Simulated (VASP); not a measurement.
Write the native input for VASP 6.6.1 that does the following.

- Task: single point
- Functional: PBE
- Potentials or basis: VASP PAW PBE potentials, release 64 (Ti_sv, O, W_sv)
- Cutoff: 520 eV
- k mesh: 1 × 1 × 1
- Occupations: fermi-dirac, width 0.131 eV
- Spin: no spin polarisation
- Dipole correction: no
- Further INCAR settings: LREAL = Auto; ALGO = Normal; EDIFF = 1e-06; NBANDS = 100; ISYM = 0

The structure of TiWO5 lies in POSCAR:

```
TiWO5
1.0
    6.8352020000      0.2165210000     -0.0414970000
    0.2165210000      6.5964430000     -0.0725360000
   -0.0414970000     -0.0725360000      6.4352090000
Ti O W
3 15 3
Direct
    1.0123076828      0.4083936588      0.1213654404
    0.6972425376      0.7245053175      0.1662578778
    0.3075064795      0.6525746484      0.5068804682
    0.0498876988      0.7528670821      0.6988464798
    0.6506661579      0.4144669470      1.0299641345
    0.2977051825      0.3166406811      0.9982026567
    0.4766156861      0.7387490171      0.3128941142
    0.9137587163      0.2109661524      0.2998531806
    0.9767065629      1.2506320424      0.7982445074
    0.3637769717      0.9185530159      0.9010555546
    0.5445761104      0.1914341730      0.2912315892
    0.5983059982      0.1335353986      0.7139690456
    0.7699062856      0.5518879874      0.4242793899
    0.5019200749      0.4735220221      0.6264925616
    0.2158246273      0.4936455417      0.3071198072
    0.9408038761      0.6536048168      1.0479722442
    0.2341267321      1.0774761705      0.5226576741
    0.7148048769     -0.0269809355      0.0962427435
    0.7005278368      0.3004060179      0.4827694104
    0.5280518494      0.1657354147      0.9930176862
    0.1372411530      1.0013676158      0.7518886018
```

The input as run:

INCAR

```
PREC = Accurate ; ENCUT = 520
EDIFF = 1E-6 ; ISMEAR = -1
SIGMA = 0.131 ; LREAL = Auto
LASPH = T ; NELM = 100
ALGO = Normal ; ISIF = 2
LWAVE = F ; LCHARG = F
GGA = PE ; ISYM = 0
NBANDS = 100
```

KPOINTS

```
regular mesh
0
Gamma
  1 1 1
```

Potentials or basis: VASP PAW PBE potentials, release 64 (Ti_sv, O, W_sv).

Command:

```sh
$ cat potpaw_PBE.64/Ti_sv/POTCAR potpaw_PBE.64/O/POTCAR potpaw_PBE.64/W_sv/POTCAR > POTCAR
$ mpirun -np 1 vasp_gam > vasp.out
```

It gave:

The pressure is 3.4 GPa and the largest force is 4.547 eV/Å. The band gap on the k mesh is 2.42 eV.

Caveat: the k points lie up to 0.98 Å⁻¹ apart; spin-orbit coupling is left out, which moves the levels of the heavy elements.

Wall time 55 s on 1 thread of Intel(R) Xeon(R) Platinum 8488C (Sapphire Rapids), with other jobs on the host, peak memory 0.31 GiB.
